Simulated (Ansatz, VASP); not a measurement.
Si3N4: VASP beside Ansatz

```
Si N
1.0
     7.60440    0.00000    0.00000
    -3.80220    6.58560    0.00000
     0.00000    0.00000    2.90630
Si N
6 8
Direct
  0.76798 0.17409 0.25000
  0.59389 0.76798 0.75000
  0.82591 0.59389 0.25000
  0.23202 0.82591 0.75000
  0.40611 0.23202 0.25000
  0.17409 0.40611 0.75000
  0.02997 0.32988 0.25000
  0.70009 0.02997 0.75000
  0.67012 0.70009 0.25000
  0.97003 0.67012 0.75000
  0.29991 0.97003 0.25000
  0.32988 0.29991 0.75000
  0.66667 0.33333 0.25000
  0.33333 0.66667 0.75000
```

Alike in both runs: functional PBE; k mesh 4 × 4 × 10; occupations fermi-dirac, width 0.02 eV; no spin polarisation.

Ansatz relaxed the structure, and its values are those at the end. VASP's run is a single point on that final structure, the one shown.

|  | VASP | Ansatz |
| --- | --- | --- |
| version | VASP 6.6.1 | Ansatz 0.2.0 |
| potentials or method | VASP PAW PBE potentials, release 64 (Si, N) | plane-wave PAW, scalar-relativistic |
| plane-wave cutoff (eV) | 520 | 420 |
| valence electrons in the cell | 64 | 64 |

VASP gave:

| Quantity | Value |
| --- | --- |
| gap on the k mesh at the Fermi level (eV) | 4.33 |
| pressure (GPa) | 5.2 |
| rms of the force components (eV/Å) | 0.007 |

Problem. What did Ansatz give for the same quantities?

Solution. gap on the k mesh at the Fermi level (eV): 4.34; pressure (GPa): 5.5; rms of the force components (eV/Å): 0.007.

Ansatz's warnings: stress scf threshold loose.
